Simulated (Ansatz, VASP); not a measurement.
## One calculation of CaS, two programs

Contents of INCAR:

```
  PREC = Accurate
  ENCUT = 500
  EDIFF = 1E-6
  ISMEAR = 0
  SIGMA = 0.02
  LREAL = F
  LASPH = T
  NELM = 120
  ALGO = Normal
  ISIF = 2
  LWAVE = F
  LCHARG = F
  GGA = PE
  NBANDS = 15
  GGA_COMPAT = F
```

KPOINTS

```
Automatic mesh
0
Gamma
  8 8 8
```

The input POSCAR:

```
CaS
1.0
    0.0000000000      2.7674268702      2.7674268702
    2.7674268702      0.0000000000      2.7674268702
    2.7674268702      2.7674268702      0.0000000000
Ca S
1 1
Direct
    0.0000000000      0.0000000000      0.0000000000
    0.5000000000      0.5000000000      0.5000000000
```

Input for Ansatz:

```yaml
crystal:
  lattice:
    - [0.0, 2.7674268702, 2.7674268702]
    - [2.7674268702, 0.0, 2.7674268702]
    - [2.7674268702, 2.7674268702, 0.0]
  atoms:
    - { symbol: Ca, position: [0.0, 0.0, 0.0] }
    - { symbol: S, position: [0.5, 0.5, 0.5] }
basis:
  ecutwfc: 420
kpoints:
  mp_grid: { grid: [8, 8, 8] }
hamiltonian:
  xc: pbe
scf:
  occupations: { method: gaussian, width: 0.02 }
output:
  forces: true
  stress: true
  eigenvalues: true
```

Alike in both runs: task single point; functional PBE; k mesh 8 × 8 × 8; occupations gaussian, width 0.02 eV; no spin polarisation.

|  | VASP | Ansatz |
| --- | --- | --- |
| version | VASP 6.6.1 | Ansatz 0.2.0 |
| potentials or method | VASP PAW PBE potentials, release 64 (Ca_sv, S), cutoff 500 eV | scalar-relativistic, plane waves, PAW |
| valence electrons in the cell | 16 | 16 |

|  | VASP | Ansatz | Ansatz less VASP |
| --- | --- | --- | --- |
| gap on the k mesh at the Fermi level (eV) | 2.14 | 2.14 | +0.007 |
| least direct gap on the mesh (eV) | 3.00 | 3.01 | +0.007 |
| pressure (GPa) | 6.7 | 6.5 | -0.22 |

The functional is the same, so the differences come from potentials, cutoffs and numerics.
